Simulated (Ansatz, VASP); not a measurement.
Two plane-wave programs on MgIF

```
Mg I F
1.0
     3.67321    0.00000    0.00000
    -1.83660    3.18109    0.00000
     0.00000    0.00000   28.14009
Mg I F
1 1 1
Direct
  0.00000 0.00000 0.31854
  0.66667 0.33333 0.24828
  0.66667 0.33333 0.35270
```

Alike in both runs: functional PBE; k mesh 6 × 6 × 1; occupations gaussian, width 0.1 eV; no spin polarisation.

Ansatz relaxed the structure, and its values are those at the end. VASP's run is a single point on that final structure, the one shown.

```csv
,VASP,Ansatz
version,VASP 6.6.1,Ansatz 0.2.0
potentials or method,"VASP PAW PBE potentials, release 64 (Mg, I, F), cutoff 520 eV","scalar-relativistic, plane waves, PAW"
valence electrons in the cell,16,34
```

|  | VASP | Ansatz | Ansatz less VASP |
| --- | --- | --- | --- |
| gap on the k mesh at the Fermi level (eV) | 0.71 | 0.74 | +0.027 |
| least direct gap on the mesh (eV) | 0.71 | 0.74 | +0.027 |
| rms of the force components (eV/Å) | 0.010 | 0.014 | +0.0040 |

With one functional, cell and mesh, what is left measures potentials, basis and numerics. VASP's potentials hold 16 valence electrons a cell and Ansatz's 34, so a difference there can come from the potentials and not from the codes. Ansatz's warnings: slab cell height set.

Neither program's run includes spin-orbit coupling.
